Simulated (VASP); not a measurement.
# YbSe2 (Fm-3m) in VASP: single point with PBE

Aim: the single point of YbSe2 with PBE.

Program: VASP 6.6.1. These are calculated values, not measurements. Logs are shortened: lines on timing, memory, paths and dates and some standing lists are left out, and cuts for length are marked.

### Step 1. The cell of the first run

Symmetry: Fm-3m, No. 225, cubic system. The conventional cell has a = 6.817 Å, b = 6.817 Å, c = 6.817 Å, α = 90.00°, β = 90.00°, γ = 90.00°. Yb (site symmetry m-3m) has 8 Se at 2.95 Å within 3.9 Å. Se (site symmetry -43m) has 4 Yb at 2.95 Å and 6 Se at 3.41 Å within 3.9 Å.

### Step 2. Single point, PBE, collinear spin, ferromagnetic start

File INCAR:

```
ALGO = Normal
EDIFF = 1E-6
ENCUT = 520
GGA = PE
ISIF = 2
ISMEAR = 0
ISPIN = 2
LASPH = True
LCHARG = False
LMAXMIX = 6
LORBIT = 11
LREAL = False
LWAVE = False
MAGMOM = 1 0 0
NBANDS = 29
NELM = 150
PREC = Accurate
SIGMA = 0.05
```

File KPOINTS:

```
k-points
0
Gamma
  15 15 15
```

File POSCAR:

```
YbSe2
1.0
    0.0000000000      3.4085997213      3.4085997213
    3.4085997213      0.0000000000      3.4085997213
    3.4085997213      3.4085997213      0.0000000000
Yb Se
1 2
Direct
    0.0000000000      0.0000000000      0.0000000000
    0.2500000000      0.2500000000      0.2500000000
    0.7500000000      0.7500000000      0.7500000000
```

Potentials or basis: VASP PAW PBE potentials, release 64 (Yb, Se).

Command:

```console
> cat potpaw_PBE.64/Yb/POTCAR potpaw_PBE.64/Se/POTCAR > POTCAR
> mpirun -np 1 vasp_std > vasp.out
```

OUTCAR:

```text
EDIFF = 1E-6
   ENCUT = 520
   GGA = PE
   ISIF = 2
   ISMEAR = 0
   ISPIN = 2
   LASPH = True
   LORBIT = 11
   LREAL = False
   NELM = 150
   PREC = Accurate

 ion  position               nearest neighbor table
   1  0.000  0.000  0.000-   3 2.95   3 2.95   3 2.95   2 2.95   3 2.95   2 2.95   2 2.95   2 2.95

   2  0.250  0.250  0.250-   1 2.95   1 2.95   1 2.95   1 2.95
   3  0.750  0.750  0.750-   1 2.95   1 2.95   1 2.95   1 2.95

  LATTYP: Found a face centered cubic cell.
 ALAT       =     6.8171994426

  Lattice vectors:

 A1 = (   0.0000000000,   3.4085997213,   3.4085997213)
 A2 = (   3.4085997213,   0.0000000000,   3.4085997213)
 A3 = (   3.4085997213,   3.4085997213,   0.0000000000)

Analysis of symmetry for initial positions (statically):
=====================================================================
 Subroutine PRICEL returns:
 Original cell was already a primitive cell.

 Routine SETGRP: Setting up the symmetry group for a
 face centered cubic supercell.

 Subroutine GETGRP returns: Found 48 space group operations
[... 9 lines left out ...]

 Routine SETGRP: Setting up the symmetry group for a
 face centered cubic supercell.

 Subroutine GETGRP returns: Found 48 space group operations
 (whereof 48 operations were pure point group operations)
 out of a pool of 48 trial point group operations.

The dynamic configuration has the point symmetry O_h .

Analysis of structural, dynamic, and magnetic symmetry:
=====================================================================
 Subroutine PRICEL returns:
 Original cell was already a primitive cell.

 Routine SETGRP: Setting up the symmetry group for a
 face centered cubic supercell.

 Subroutine GETGRP returns: Found 48 space group operations
 (whereof 48 operations were pure point group operations)
 out of a pool of 48 trial point group operations.

The overall configuration has the point symmetry O_h .

 Subroutine INISYM returns: Found 48 space group operations
[... 5 lines left out ...]
                                     Primitive cell

  volume of cell :      79.2060

  direct lattice vectors                    reciprocal lattice vectors
     0.000000000  3.408599721  3.408599721    -0.146687802  0.146687802  0.146687802
     3.408599721  0.000000000  3.408599721     0.146687802 -0.146687802  0.146687802
     3.408599721  3.408599721  0.000000000     0.146687802  0.146687802 -0.146687802

  length of vectors
     4.820487955  4.820487955  4.820487955     0.254070725  0.254070725  0.254070725

  position of ions in fractional coordinates (direct lattice)
     0.000000000  0.000000000  0.000000000
     0.250000000  0.250000000  0.250000000
     0.750000000  0.750000000  0.750000000

  ion indices of the primitive-cell ions
   primitive index   ion index
                 1           1
                 2           2
                 3           3

----------------------------------------------------------------------------------------

 KPOINTS: k-points

Automatic generation of k-mesh.
 Grid dimensions read from file:
 generate k-points for:   15   15   15

 Generating k-lattice:

  Cartesian coordinates                     Fractional coordinates (reciprocal lattice)
    -0.009779187  0.009779187  0.009779187     0.066666667  0.000000000  0.000000000
     0.009779187 -0.009779187  0.009779187     0.000000000  0.066666667  0.000000000
     0.009779187  0.009779187 -0.009779187     0.000000000  0.000000000  0.066666667

  Length of vectors
     0.016938048  0.016938048  0.016938048

  Shift w.r.t. Gamma in fractional coordinates (k-lattice)
     0.000000000  0.000000000  0.000000000

 Subroutine IBZKPT returns following result:
 ===========================================

 Found    120 irreducible k-points:

 Following reciprocal coordinates:
            Coordinates               Weight
  0.000000  0.000000  0.000000      1.000000
  0.066667  0.000000  0.000000      8.000000
  0.133333  0.000000  0.000000      8.000000
  0.200000  0.000000  0.000000      8.000000
  0.266667  0.000000  0.000000      8.000000
  0.333333  0.000000  0.000000      8.000000
[... 16 lines left out ...]
  0.133333  0.133333  0.000000      6.000000
  0.200000  0.133333  0.000000     24.000000
 [... further k-points ...]
   k-points           NKPTS =    120   k-points in BZ     NKDIM =    120   number of bands    NBANDS=     29
   number of dos      NEDOS =    301   number of ions     NIONS =      3
   total plane-waves  NPLWV =  46656
   dimension x,y,z NGX =    36 NGY =   36 NGZ =   36
   dimension x,y,z NGXF=    72 NGYF=   72 NGZF=   72
   ions per type =               1   2
   NGX,Y,Z   is equivalent  to a cutoff of  12.42, 12.42, 12.42 a.u.
   NGXF,Y,Z  is equivalent  to a cutoff of  24.83, 24.83, 24.83 a.u.
 SYSTEM =  unknown system
   PREC   = accura    normal or accurate (medium, high low for compatibility)
   ISTART =      0    job   : 0-new  1-cont  2-samecut
   ICHARG =      2    charge: 1-file 2-atom 10-const
   ISPIN  =      2    spin polarized calculation?
   LNONCOLLINEAR =      F non collinear calculations
   LSORBIT =      F    spin-orbit coupling
   LASPH  =      T    aspherical Exc in radial PAW
   ENCUT  =  520.0 eV  38.22 Ry    6.18 a.u.   8.96  8.96  8.96*2*pi/ulx,y,z
   NELM   =    150;   NELMIN=  2; NELMDL= -5     # of ELM steps
   EDIFF  = 0.1E-05   stopping-criterion for ELM
   LREAL  =      F    real-space projection
   EDIFFG = 0.1E-04   stopping-criterion for IOM
   NSW    =      0    number of steps for IOM
   IBRION =     -1    ionic relax: 0-MD 1-quasi-New 2-CG
   NFREE  =      0    steps in history (QN), initial steepest desc. (CG)
   ISIF   =      2    stress and relaxation
   ISYM   =      2    0-nonsym 1-usesym 2-fastsym
   POTIM  = 0.5000    time-step for ionic-motion
   TEBEG  =    0.0;   TEEND  =   0.0 temperature during run
   PSTRESS=    0.0 pullay stress
   NELECT =      36.0000    total number of electrons
   NUPDOWN=      -1.0000    fix difference up-down
   EMIN   =  10.00;   EMAX   =-10.00  energy-range for DOS
   EFERMI =   0.00;   METHOD = LEGACY
   ISMEAR =     0;   SIGMA  =   0.05  broadening in eV -4-tet -1-fermi 0-gaus
   EFERMI_NEDOS =   21; number of points for ismear=-14 and -15
   IALGO  =     38    algorithm
   IMIX   =      4    mixing-type and parameters
     AMIX     =   0.40;   BMIX     =  1.00
     AMIX_MAG =   1.60;   BMIX_MAG =  1.00
  volume/ion in A,a.u.               =      26.40       178.17
  Fermi-wavevector in a.u.,A,eV,Ry     =   1.258702  2.378602 21.556135  1.584331
  Thomas-Fermi vector in A             =   2.392299
   LORBIT       =     11    0 simple, 1 ext, 2 COOP (PROOUT), +10 PAW based schemes
   GGA     = PE    functional components
   LHFCALC =     F    Hartree Fock is set to
   AEXX    =    0.0000 exact exchange contribution
   IVDW    =     0    specifies the selected vdW correction
   LEPSILON=     F    determine dielectric tensor
   LRPA    =     F    only Hartree local field effects (RPA)
 spin polarized calculation
 Gauss-broadening in eV      SIGMA  =   0.05
  energy-cutoff  :      520.00
  volume of cell :       79.21
 maximum number of plane-waves:      2159
   NGX = 17   NGY = 17   NGZ = 17

 number of electron      35.9999995 magnetization      -0.0127021

 number of electron      35.9999995 magnetization       0.0034180

 Free energy of the ion-electron system (eV)
  ---------------------------------------------------
  ext. energy  EPLUGINS =         0.00000000
  ---------------------------------------------------
  free energy    TOTEN  =       -13.82574710 eV

  energy without entropy =      -13.81930884  energy(sigma->0) =      -13.82252797

 E-fermi :   2.1741     XC(G=0):  -9.5705

 val. band max:        2.1739521806   @ k =   0.4000   0.3333   0.0667
 cond. band min:       2.1752674672   @ k =  -0.4000   0.4000   0.1333
 fundamental gap:      0.0013152867
 Fermi energy:         2.1740599913

 spin component 1

 k-point     1 :       0.0000    0.0000    0.0000
  band No.  band energies     occupation
      1     -49.0783      1.00000
      2     -21.2901      1.00000
      3     -21.2901      1.00000
      4     -21.2901      1.00000
      5     -10.9340      1.00000
      6      -8.7183      1.00000
[... 21 lines left out ...]
     28      10.3691      0.00000
     29      12.1661      0.00000

 k-point     2 :       0.0667    0.0000    0.0000
  band No.  band energies     occupation
      1     -49.0783      1.00000
      2     -21.2920      1.00000
      3     -21.2903      1.00000
      4     -21.2903      1.00000
      5     -10.9061      1.00000
      6      -8.7491      1.00000
[... 696 lines left out ...]
 k-point    24 :       0.2000    0.1333    0.0000
  band No.  band energies     occupation
      1     -49.0782      1.00000
      2     -21.3038      1.00000
      3     -21.2934      1.00000
      4     -21.2933      1.00000
      5     -10.6954      1.00000
      6      -8.9595      1.00000
[... 21 lines left out ...]
     28      11.2805      0.00000
     29      13.1639      0.00000

 [... further k-points ...]

 spin component 2

 k-point     1 :       0.0000    0.0000    0.0000
  band No.  band energies     occupation
      1     -49.0773      1.00000
      2     -21.2894      1.00000
      3     -21.2894      1.00000
      4     -21.2894      1.00000
      5     -10.9337      1.00000
      6      -8.7178      1.00000
[... 21 lines left out ...]
     28      10.3696      0.00000
     29      12.1663      0.00000

 k-point     2 :       0.0667    0.0000    0.0000
  band No.  band energies     occupation
      1     -49.0773      1.00000
      2     -21.2914      1.00000
      3     -21.2896      1.00000
      4     -21.2896      1.00000
      5     -10.9058      1.00000
      6      -8.7487      1.00000
[... 696 lines left out ...]
 k-point    24 :       0.2000    0.1333    0.0000
  band No.  band energies     occupation
      1     -49.0771      1.00000
      2     -21.3031      1.00000
      3     -21.2927      1.00000
      4     -21.2926      1.00000
      5     -10.6950      1.00000
      6      -8.9591      1.00000
[... 21 lines left out ...]
     28      11.2808      0.00000
     29      13.1639      0.00000

 [... further k-points ...]
[... 5 lines left out ...]
  --------------------------------------------------------------------------------------
  -------------------------------------------------------------------------------------
  Total        0.0273472      0.0273472      0.0273472      0.0000000      0.0000000     -0.0000000
  in kB        0.5531791      0.5531791      0.5531791      0.0000000      0.0000000     -0.0000000
  external PRESSURE =       0.5531791 kB  Pullay stress =       0.0000000 kB

 VOLUME and BASIS-vectors are now :
 -----------------------------------------------------------------------------
  energy-cutoff  :      520.00
  volume of cell :       79.21
      direct lattice vectors                 reciprocal lattice vectors
     0.000000000  3.408599721  3.408599721    -0.146687802  0.146687802  0.146687802
     3.408599721  0.000000000  3.408599721     0.146687802 -0.146687802  0.146687802
     3.408599721  3.408599721  0.000000000     0.146687802  0.146687802 -0.146687802

 POSITION                                       TOTAL-FORCE (eV/Angst)
 -----------------------------------------------------------------------------------
      0.00000      0.00000      0.00000        -0.000000     -0.000000     -0.000000
      1.70430      1.70430      1.70430         0.000000      0.000000      0.000000
      5.11290      5.11290      5.11290        -0.000000     -0.000000     -0.000000
 -----------------------------------------------------------------------------------
    total drift:                               -0.000000      0.000000      0.000000

  FREE ENERGIE OF THE ION-ELECTRON SYSTEM (eV)
  ---------------------------------------------------
  free  energy   TOTEN  =       -13.8257470984 eV

  energy  without entropy=      -13.8193088377  energy(sigma->0) =      -13.82252797

 total charge

# of ion       s       p       d       f       tot
--------------------------------------------------
    1        2.127   6.024   0.412  13.455  22.019
    2        1.474   2.315   0.019   0.000   3.807
    3        1.474   2.315   0.019   0.000   3.807
--------------------------------------------------
tot          5.074  10.654   0.450  13.455  29.633

 magnetization (x)

# of ion       s       p       d       f       tot
--------------------------------------------------
    1       -0.000  -0.000   0.000   0.002   0.002
    2        0.000   0.000   0.000   0.000   0.000
    3        0.000   0.000   0.000   0.000   0.000
--------------------------------------------------
tot          0.000   0.000   0.000   0.002   0.002
```

It took 19 min on 1 thread of Intel Xeon 6975P-C, shared host; peak memory 0.58 GiB.

What came out:

- Free energy: -13.8257 eV
- Pressure: 0.1 GPa
- Band gap on the k mesh: zero (filled and empty bands overlap)
- Net moment: 0.00 μB per cell
- Valence electrons inside the program's atomic spheres: Yb 22.02; Se 3.81

Levels at points of the mesh, in eV from the Fermi level:
Spin up:
```tsv
k point	band 16	band 17	band 18	band 19	band 20	band 21
(0.00, 0.00, 0.00)	-0.42	0.43	0.43	0.43	3.37	3.37
```
Spin down:
| k point | band 14 | band 15 | band 16 | band 17 | band 18 | band 19 | band 20 | band 21 | band 22 | band 23 |
| --- | --- | --- | --- | --- | --- | --- | --- | --- | --- | --- |
| (0.00, 0.00, 0.00) | -0.42 | -0.42 | -0.41 | 0.44 | 0.44 | 0.44 | 3.37 | 3.37 | 4.20 | 6.03 |

Caveat: spin-orbit coupling is left out, which moves the levels of the heavy elements; without U or exact exchange the open f shell lies at the Fermi level, which spoils levels, moments and volumes.
